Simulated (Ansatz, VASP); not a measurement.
One calculation of Ga, two programs

File INCAR:

```
SYSTEM = Ga
PREC     = Accurate       ! precision mode
ENCUT    = 520            ! plane-wave cutoff, eV
EDIFF    = 1E-8           ! SCF threshold, eV
ISMEAR   = -1             ! smearing method
SIGMA    = 0.03           ! smearing width, eV
LREAL    = .FALSE.        ! projectors in reciprocal space
LASPH    = .TRUE.         ! aspherical terms in the spheres
NELM     = 100            ! most SCF steps
ALGO     = Normal         ! electronic algorithm
ISIF     = 2              ! what is computed and relaxed
LWAVE    = .FALSE.        ! write WAVECAR
LCHARG   = .FALSE.        ! write CHGCAR
GGA      = PS             ! functional
LEFG     = .TRUE.       
NBANDS   = 20             ! bands
```

Contents of KPOINTS:

```
regular mesh
0
G
  14 14 11
  0 0 0
```

POSCAR

```
Ga
1.0
    1.3643085195     -3.9720811669      0.0000000000
    1.3643085195      3.9720811669      0.0000000000
   -0.1158626432      0.0000000000      3.2849254291
Ga
2
Direct
    0.8690000000      0.1310000000      0.2500000000
    0.1310000000      0.8690000000      0.7500000000
```

Input for Ansatz:

```yaml
crystal:
  lattice:
    - [1.3643085195, -3.9720811669, 0.0]
    - [1.3643085195, 3.9720811669, 0.0]
    - [-0.1158626432, 0.0, 3.2849254291]
  atoms:
    - { symbol: Ga, position: [0.869, 0.131, 0.25] }
    - { symbol: Ga, position: [0.131, 0.869, 0.75] }
kpoints:
  mp_grid: { grid: [14, 14, 11] }
scf:
  occupations: { method: fermi_dirac, width: 0.03 }
hamiltonian:
  xc: pbesol
  pseudopotentials: { kind: paw }
output:
  forces: true
  stress: true
  eigenvalues: true
  efg: { contact_densities: true }
  write_density: true
  write_potential: true
  elf: true
  volumetric_format: npy
```

Change from the starting cell: volume scaled by 0.96, PAW files.

Alike in both runs: task electric field gradients; functional PBEsol; k mesh 14 × 14 × 11; occupations fermi-dirac, width 0.03 eV; no spin polarisation.

|  | VASP | Ansatz |
| --- | --- | --- |
| version | VASP 6.6.1 | Ansatz 0.2.0 |
| potentials or method | VASP PAW PBE potentials, release 64 (Ga_d) | PAW with Ansatz's default frozen-core files, scalar-relativistic |
| plane-wave cutoff (eV) | 520 | 420 |
| valence electrons in the cell | 26 | 26 |

Ansatz gave:

| Property | Result |
| --- | --- |
| pressure (GPa) | 0.5 |
| traceless stress, the component that is largest in VASP (GPa) | 0.15 |
| rms of the force components (eV/Å) | 0.117 |
| size of Vzz on the site where it differs most (V/Å²) | 27.6 |

Task: Which values does VASP return?

Result: Pressure (GPa): 0.6; traceless stress, the component that is largest in VASP (GPa): 0.16; rms of the force components (eV/Å): 0.116; size of Vzz on the site where it differs most (V/Å²): 26.1.

VASP's potentials were made for PBE, not for PBEsol. Atom by atom the forces differ by 0.001 eV/Å (rms over components).
